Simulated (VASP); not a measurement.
CuSi16 (a cell with a defect): single point with PBE+D3(BJ)

System: CuSi16 (a cell with a defect).

```
Si Cu
1.0
     0.00000    5.43000    5.43000
     5.43000    0.00000    5.43000
     5.43000    5.43000    0.00000
Si Cu
16 1
Direct
  0.00482 0.98436 0.00563
  0.12807 0.11040 0.12822
  0.99245 0.00758 0.50044
  0.12746 0.11145 0.63383
  0.00619 0.48486 0.00611
  0.12902 0.61097 0.13012
  0.00549 0.48589 0.50306
  0.12090 0.61905 0.63047
  0.50035 0.00755 0.99150
  0.63293 0.11042 0.12835
  0.49979 0.00692 0.50064
  0.61228 0.16293 0.61203
  0.50197 0.48487 0.00656
  0.63053 0.61978 0.11870
  0.48918 0.53437 0.48716
  0.62948 0.61862 0.63095
  0.73747 0.79224 0.73367
```

| Item | Value |
| --- | --- |
| Program | VASP 6.6.1 |
| Task | single point |
| Functional | PBE |
| Dispersion | D3(BJ) |
| Potentials or basis | VASP PAW PBE potentials, release 64 (Si, Cu) |
| Cutoff | 520 eV |
| k mesh | 2 × 2 × 2 |
| Occupations | gaussian, width 0.02 eV |
| Spin | no spin polarisation |
| Dipole correction | no |
| Charge | 1 |
| Further INCAR settings | LREAL = Auto; ALGO = Normal; EDIFF = 1e-06; NBANDS = 52; NELECT = 74.0 |

- Largest force: 0.026 eV/Å
- Dispersion energy per atom: -0.333 eV

Forces on the atoms (eV/Å):
```
Si   0.008 -0.003  0.002
Si   0.009  0.005  0.007
Si  -0.005  0.000 -0.020
Si  -0.018 -0.003 -0.001
Si   0.004 -0.002  0.010
Si   0.001  0.003  0.000
Si   0.003  0.003 -0.006
Si  -0.004 -0.009  0.011
Si  -0.008  0.007 -0.008
Si   0.008 -0.008 -0.008
Si  -0.002  0.009 -0.001
Si   0.007 -0.011  0.022
Si  -0.001 -0.007  0.008
Si   0.004  0.005 -0.011
Si   0.004  0.011 -0.003
Si   0.001 -0.006  0.013
Cu  -0.013  0.006 -0.014
```

Levels at points of the mesh, in eV from the Fermi level:
| k point | band 33 | band 34 | band 35 | band 36 | band 37 | band 38 | band 39 | band 40 | band 41 | band 42 |
| --- | --- | --- | --- | --- | --- | --- | --- | --- | --- | --- |
| (0.00, 0.00, 0.00) | -0.80 | -0.79 | -0.55 | -0.10 | -0.09 | 0.27 | 0.70 | 0.70 | 0.73 | 0.74 |
| (0.50, 0.00, 0.00) | -1.91 | -0.80 | -0.75 | -0.67 | -0.59 | 0.68 | 1.18 | 1.38 | 1.42 | 1.59 |
| (0.00, 0.50, 0.00) | -1.91 | -0.83 | -0.82 | -0.63 | -0.63 | 0.51 | 1.35 | 1.43 | 1.43 | 1.53 |
| (0.00, 0.00, 0.50) | -1.91 | -0.80 | -0.75 | -0.66 | -0.57 | 0.68 | 1.18 | 1.38 | 1.42 | 1.59 |
| (0.50, 0.50, 0.50) | -1.91 | -0.80 | -0.75 | -0.67 | -0.58 | 0.68 | 1.18 | 1.38 | 1.42 | 1.59 |
| (0.50, 0.50, 0.00) | -1.73 | -1.43 | -1.34 | -1.32 | -0.86 | 0.76 | 1.15 | 2.12 | 2.16 | 2.23 |
| (0.00, 0.50, 0.50) | -1.74 | -1.42 | -1.35 | -1.31 | -0.87 | 0.77 | 1.15 | 2.12 | 2.16 | 2.24 |
| (0.50, 0.00, 0.50) | -1.73 | -1.43 | -1.34 | -1.31 | -0.86 | 0.76 | 1.15 | 2.12 | 2.16 | 2.23 |

Wall time 4.6 min on 1 thread of Intel(R) Xeon(R) 6975P-C (Granite Rapids) (shared host), peak memory 0.49 GiB.

Caveat: the k points lie up to 0.50 Å⁻¹ apart; the cell carries a net charge on a neutralising background, which shifts energy and pressure; the cell is charged against a uniform background, so pressure and absolute levels hang on convention.
